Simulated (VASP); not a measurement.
# ZnSiP2 (I-42d) in VASP: further runs

ZnSiP2 is run at these levels: PBE+D3(BJ); tasks: relaxation of cell and atoms, single point.

Everything below comes from runs of VASP 6.6.1. Logs are shortened: lines on timing, memory, paths and dates and some standing lists are left out, and cuts for length are marked.

### Step 1. The cell of the first run

It takes space group I-42d (No. 122, tetragonal). The conventional cell has a = 5.418 Å, b = 5.418 Å, c = 10.538 Å, α = 90.00°, β = 90.00°, γ = 90.00°. Within 3.1 Å of Zn (site symmetry -4) lie 4 P at 2.38 Å. Si (site symmetry -4) has 4 P at 2.27 Å within 3.0 Å. Within 3.0 Å of P (site symmetry 2) lie 2 Si at 2.27 Å and 2 Zn at 2.38 Å.

### Step 2. Relaxation of cell and atoms, PBE+D3(BJ)

Contents of INCAR:

```
ALGO = Normal ; EDIFF = 1E-7
EDIFFG = -0.005 ; ENCUT = 500
GGA = PE ; GGA_COMPAT = F
IBRION = 2 ; ISIF = 3
ISMEAR = 0 ; IVDW = 12
LASPH = T ; LCHARG = F
LREAL = F ; LWAVE = F
NELM = 120 ; NELMIN = 4
NSW = 70 ; PREC = Accurate
SIGMA = 0.02
```

Contents of KPOINTS:

```
k-points
0
Gamma
  8 8 8
```

Contents of POSCAR:

```
ZnSiP2
1.0
   -2.7089149817      2.7089149817      5.2688230777
    2.7089149817     -2.7089149817      5.2688230777
    2.7089149817      2.7089149817     -5.2688230777
Zn Si P
2 2 4
Direct
    0.0000000000      0.0000000000      0.0000000000
    0.7500000000      0.2500000000      0.5000000000
    0.5000000000      0.5000000000      0.0000000000
    0.2500000000      0.7500000000      0.5000000000
    0.3750000000      0.3922484112      0.5172484112
    0.8750000000      0.8577515888      0.4827515888
    0.6077515888      0.1250000000      0.9827515888
    0.1422484112      0.6250000000      0.0172484112
```

Potentials or basis: VASP PAW PBE potentials, release 64 (Zn, Si, P).

Started as:

```sh
$ cat potpaw_PBE.64/Zn/POTCAR potpaw_PBE.64/Si/POTCAR potpaw_PBE.64/P/POTCAR > POTCAR
$ mpirun -np 1 vasp_std > vasp.out
```

OUTCAR:

```text
EDIFF = 1E-7
   EDIFFG = -0.005
   ENCUT = 500
   GGA = PE
   IBRION = 2
   ISIF = 3
   ISMEAR = 0
   IVDW = 12
   LASPH = T
   LREAL = F
   NELM = 120
   NELMIN = 4
   NSW = 70
   PREC = Accurate
 IVDW          = 12

 ion  position               nearest neighbor table
   1  0.000  0.000  0.000-   6 2.38   7 2.38   8 2.38   5 2.38
   2  0.750  0.250  0.500-   7 2.38   5 2.38   6 2.38   8 2.38
   3  0.500  0.500  0.000-   5 2.27   6 2.27   7 2.27   8 2.27
   4  0.250  0.750  0.500-   5 2.27   6 2.27   7 2.27   8 2.27
   5  0.375  0.392  0.517-   3 2.27   4 2.27   2 2.38   1 2.38
   6  0.875  0.858  0.483-   3 2.27   4 2.27   1 2.38   2 2.38
   7  0.608  0.125  0.983-   3 2.27   4 2.27   2 2.38   1 2.38
   8  0.142  0.625  0.017-   3 2.27   4 2.27   1 2.38   2 2.38

  LATTYP: Found a body centered tetragonal cell.
 ALAT       =     5.4178299634
 C/A-ratio  =     1.9449938862

  Lattice vectors:

 A1 = (  -2.7089149817,   2.7089149817,   5.2688230777)
 A2 = (   2.7089149817,  -2.7089149817,   5.2688230777)
 A3 = (   2.7089149817,   2.7089149817,  -5.2688230777)

Analysis of symmetry for initial positions (statically):
=====================================================================
 Subroutine PRICEL returns:
 Original cell was already a primitive cell.

 Routine SETGRP: Setting up the symmetry group for a
 body centered tetragonal supercell.

 Subroutine GETGRP returns: Found  8 space group operations
 (whereof  4 operations were pure point group operations)
 out of a pool of 16 trial point group operations.

The static configuration has the point symmetry S_4 .
 The point group associated with its full space group is D_2d.

Analysis of symmetry for dynamics (positions and initial velocities):
=====================================================================
 Subroutine PRICEL returns:
 Original cell was already a primitive cell.

 Routine SETGRP: Setting up the symmetry group for a
 body centered tetragonal supercell.

 Subroutine GETGRP returns: Found  8 space group operations
 (whereof  4 operations were pure point group operations)
 out of a pool of 16 trial point group operations.

The dynamic configuration has the point symmetry S_4 .
 The point group associated with its full space group is D_2d.

 Subroutine INISYM returns: Found  8 space group operations
 (whereof  4 operations are pure point group operations),
 and found     1 'primitive' translations

----------------------------------------------------------------------------------------

                                     Primitive cell

  volume of cell :     154.6551

  direct lattice vectors                    reciprocal lattice vectors
    -2.708914982  2.708914982  5.268823078     0.000000000  0.184575745  0.094897853
     2.708914982 -2.708914982  5.268823078     0.184575745  0.000000000  0.094897853
     2.708914982  2.708914982 -5.268823078     0.184575745  0.184575745  0.000000000

  length of vectors
     6.514363928  6.514363928  6.514363928     0.207542304  0.207542304  0.261029521

  position of ions in fractional coordinates (direct lattice)
     0.000000000  0.000000000  0.000000000
     0.750000000  0.250000000  0.500000000
     0.500000000  0.500000000  0.000000000
     0.250000000  0.750000000  0.500000000
     0.375000000  0.392248411  0.517248411
     0.875000000  0.857751589  0.482751589
     0.607751589  0.125000000  0.982751589
     0.142248411  0.625000000  0.017248411

  ion indices of the primitive-cell ions
   primitive index   ion index
                 1           1
                 2           2
                 3           3
                 4           4
                 5           5
                 6           6
                 7           7
                 8           8

----------------------------------------------------------------------------------------

 KPOINTS: k-points

Automatic generation of k-mesh.
 Grid dimensions read from file:
 generate k-points for:    8    8    8

 Generating k-lattice:

  Cartesian coordinates                     Fractional coordinates (reciprocal lattice)
     0.000000000  0.023071968  0.011862232     0.125000000  0.000000000 -0.000000000
     0.023071968  0.000000000  0.011862232     0.000000000  0.125000000 -0.000000000
     0.023071968  0.023071968  0.000000000     0.000000000  0.000000000  0.125000000

  Length of vectors
     0.025942788  0.025942788  0.032628690

  Shift w.r.t. Gamma in fractional coordinates (k-lattice)
     0.000000000  0.000000000  0.000000000

 Subroutine IBZKPT returns following result:
 ===========================================

 Found     59 irreducible k-points:

 Following reciprocal coordinates:
            Coordinates               Weight
  0.000000  0.000000  0.000000      1.000000
  0.125000  0.000000  0.000000      8.000000
  0.250000  0.000000  0.000000      8.000000
  0.375000  0.000000  0.000000      8.000000
  0.500000  0.000000  0.000000      4.000000
  0.125000  0.125000  0.000000      8.000000
[... 16 lines left out ...]
  0.250000  0.125000  0.125000     16.000000
  0.375000  0.125000  0.125000      8.000000
 [... further k-points ...]
   k-points           NKPTS =     59   k-points in BZ     NKDIM =     59   number of bands    NBANDS=     31
   number of dos      NEDOS =    301   number of ions     NIONS =      8
   total plane-waves  NPLWV = 110592
   dimension x,y,z NGX =    48 NGY =   48 NGZ =   48
   dimension x,y,z NGXF=    96 NGYF=   96 NGZF=   96
   ions per type =               2   2   4
   NGX,Y,Z   is equivalent  to a cutoff of  12.25, 12.25, 12.25 a.u.
   NGXF,Y,Z  is equivalent  to a cutoff of  24.50, 24.50, 24.50 a.u.
 SYSTEM =  unknown system
   PREC   = accura    normal or accurate (medium, high low for compatibility)
   ISTART =      0    job   : 0-new  1-cont  2-samecut
   ICHARG =      2    charge: 1-file 2-atom 10-const
   ISPIN  =      1    spin polarized calculation?
   LNONCOLLINEAR =      F non collinear calculations
   LSORBIT =      F    spin-orbit coupling
   LASPH  =      T    aspherical Exc in radial PAW
   ENCUT  =  500.0 eV  36.75 Ry    6.06 a.u.  11.88 11.88 11.88*2*pi/ulx,y,z
   NELM   =    120;   NELMIN=  4; NELMDL= -5     # of ELM steps
   EDIFF  = 0.1E-06   stopping-criterion for ELM
   LREAL  =      F    real-space projection
   EDIFFG = -.5E-02   stopping-criterion for IOM
   NSW    =     70    number of steps for IOM
   IBRION =      2    ionic relax: 0-MD 1-quasi-New 2-CG
   NFREE  =      1    steps in history (QN), initial steepest desc. (CG)
   ISIF   =      3    stress and relaxation
   ISYM   =      2    0-nonsym 1-usesym 2-fastsym
   POTIM  = 0.5000    time-step for ionic-motion
   TEBEG  =    0.0;   TEEND  =   0.0 temperature during run
   PSTRESS=    0.0 pullay stress
   NELECT =      52.0000    total number of electrons
   NUPDOWN=      -1.0000    fix difference up-down
   EMIN   =  10.00;   EMAX   =-10.00  energy-range for DOS
   EFERMI =   0.00;   METHOD = LEGACY
   ISMEAR =     0;   SIGMA  =   0.02  broadening in eV -4-tet -1-fermi 0-gaus
   EFERMI_NEDOS =   21; number of points for ismear=-14 and -15
   IALGO  =     38    algorithm
   IMIX   =      4    mixing-type and parameters
     AMIX     =   0.40;   BMIX     =  1.00
     AMIX_MAG =   1.60;   BMIX_MAG =  1.00
  volume/ion in A,a.u.               =      19.33       130.46
  Fermi-wavevector in a.u.,A,eV,Ry     =   1.138381  2.151229 17.631959  1.295912
  Thomas-Fermi vector in A             =   2.275086
   LORBIT       =      0    0 simple, 1 ext, 2 COOP (PROOUT), +10 PAW based schemes
   GGA     = PE    functional components
   LHFCALC =     F    Hartree Fock is set to
   AEXX    =    0.0000 exact exchange contribution
   IVDW    =    12    specifies the selected vdW correction
   LEPSILON=     F    determine dielectric tensor
   LRPA    =     F    only Hartree local field effects (RPA)
 conjugate gradient relaxation of ions
 non-spin polarized calculation
 Gauss-broadening in eV      SIGMA  =   0.02
  energy-cutoff  :      500.00
  volume of cell :      154.66
 maximum number of plane-waves:      3949
   NGX = 23   NGY = 23   NGZ = 23

--------------------------------------- Ionic step        1  -------------------------------------------

 number of electron      51.9999998 magnetization

 Free energy of the ion-electron system (eV)
  ---------------------------------------------------
  ext. energy  EPLUGINS =         0.00000000
  ---------------------------------------------------
  free energy    TOTEN  =       -37.20507881 eV

  energy without entropy =      -37.20507881  energy(sigma->0) =      -37.20507881

------------------------ aborting loop because EDIFF is reached ----------------------------------------

 Edisp (eV)   -2.72800

 E8    (eV) :    -1.0883

  FORCE on cell =-STRESS in cart. coord.  units (eV):
  Direction    XX          YY          ZZ          XY          YZ          ZX
  --------------------------------------------------------------------------------------
  -------------------------------------------------------------------------------------
  Total      -2.94097    -2.94097    -2.94924     0.00000    -0.00000     0.00000
  in kB     -30.46747   -30.46747   -30.55321     0.00000    -0.00000     0.00000
  external pressure =      -30.50 kB  Pullay stress =        0.00 kB
[... 165 lines left out ...]
  energy  without entropy=      -39.9855638919  energy(sigma->0) =      -39.98556389

--------------------------------------- Ionic step        5  -------------------------------------------

 number of electron      52.0000021 magnetization

 Free energy of the ion-electron system (eV)
  ---------------------------------------------------
  ext. energy  EPLUGINS =         0.00000000
  ---------------------------------------------------
  free energy    TOTEN  =       -37.15129003 eV

  energy without entropy =      -37.15129003  energy(sigma->0) =      -37.15129003

 E-fermi :   4.8778     XC(G=0):  -9.8604

 val. band max:        4.7701020970   @ k =   0.0000   0.0000   0.0000
 cond. band min:       6.0459818005   @ k =   0.0000   0.0000   0.0000
 fundamental gap:      1.2758797036
 Fermi energy:         4.8778405383

 k-point     1 :       0.0000    0.0000    0.0000
  band No.  band energies     occupation
      1      -8.3742      2.00000
      2      -5.3913      2.00000
      3      -5.3892      2.00000
      4      -5.3892      2.00000
      5      -3.8717      2.00000
      6      -2.0882      2.00000
[... 805 lines left out ...]
     30       8.4555      0.00000
     31       8.9309      0.00000

 [... further k-points ...]

------------------------ aborting loop because EDIFF is reached ----------------------------------------

 Edisp (eV)   -2.83436

 E8    (eV) :    -1.1319

  FORCE on cell =-STRESS in cart. coord.  units (eV):
  Direction    XX          YY          ZZ          XY          YZ          ZX
  --------------------------------------------------------------------------------------
  -------------------------------------------------------------------------------------
  Total      -0.00285    -0.00285     0.02003     0.00000    -0.00000    -0.00000
  in kB      -0.03063    -0.03063     0.21498     0.00000    -0.00000    -0.00000
  external pressure =        0.05 kB  Pullay stress =        0.00 kB
[... 23 lines left out ...]
  FREE ENERGIE OF THE ION-ELECTRON SYSTEM (eV)
  ---------------------------------------------------
  free  energy   TOTEN  =       -39.9856546744 eV

  energy  without entropy=      -39.9856546744  energy(sigma->0) =      -39.98565467

 reached required accuracy - stopping structural energy minimisation
```

Wall time 11 min (1 thread of AMD EPYC 9R45 (Zen 5), shared host); peak memory 0.47 GiB.

What came out:

| Quantity | Value |
| --- | --- |
| Free energy | -39.9857 eV |
| Relaxed volume | 18.66 Å³/atom |
| Relaxed cell | a = 6.437 Å, b = 6.437 Å, c = 6.437 Å, α = 130.84°, β = 130.84°, γ = 72.06° |
| Space group after relaxing (to 0.05 Å) | I-42d (No. 122) |
| Energy gained by relaxing | 6.6 meV/atom |
| Ionic steps | 5 |
| Pressure after relaxing | 0.0 GPa |
| Largest force after relaxing | 0.004 eV/Å |
| Band gap on the k mesh | 1.28 eV, direct |
| Dispersion energy per atom | -0.354 eV |

Forces in eV/Å, atoms in the order of the input:
```
Zn   0.000  0.000  0.000
Zn   0.000  0.000  0.000
Si   0.000  0.000  0.000
Si   0.000  0.000  0.000
P   -0.004  0.000  0.000
P    0.004  0.000  0.000
P    0.000  0.004  0.000
P    0.000 -0.004  0.000
```

Step by step:
```csv
step,energy change (eV),largest force (eV/Å),pressure (GPa),volume (Å³)
1,0.0000,0.0289,-3.05,154.66
2,-0.0360,0.1092,1.86,146.56
3,-0.0521,0.0573,-0.01,149.36
4,-0.0525,0.0242,0.00,149.32
5,-0.0526,0.0037,0.01,149.29
```

Final structure:
```xyz
8
Lattice="-2.6775 2.6775 5.2059 2.6775 -2.6775 5.2059 2.6775 2.6775 -5.2059" Properties=species:S:1:pos:R:3 pbc="T T T"
Zn    0.0000    0.0000    0.0000
Zn    0.0000    2.6775    2.6030
Si    0.0000    0.0000    5.2059
Si    2.6775    0.0000    2.6030
P     1.4279    1.3388    1.3015
P     1.2497    1.3388    6.5074
P     1.3388    3.9272   -1.3015
P     1.3388   -1.2497    3.9044
```

Levels at points of the mesh, in eV from the valence-band top:
```csv
k point,band 24,band 25,band 26,band 27,band 28,band 29
"(0.00, 0.00, 0.00)",-0.13,-0.13,0.00,1.28,1.87,2.74
"(0.50, 0.00, 0.00)",-1.79,-1.48,-0.81,2.76,2.88,3.02
"(0.50, 0.50, 0.00)",-1.06,-0.57,-0.57,2.03,2.03,3.16
"(0.50, 0.50, 0.50)",-1.92,-1.15,-1.15,1.50,1.50,1.70
```

A k mesh can miss the band edges.

[end of part 1 of 2]
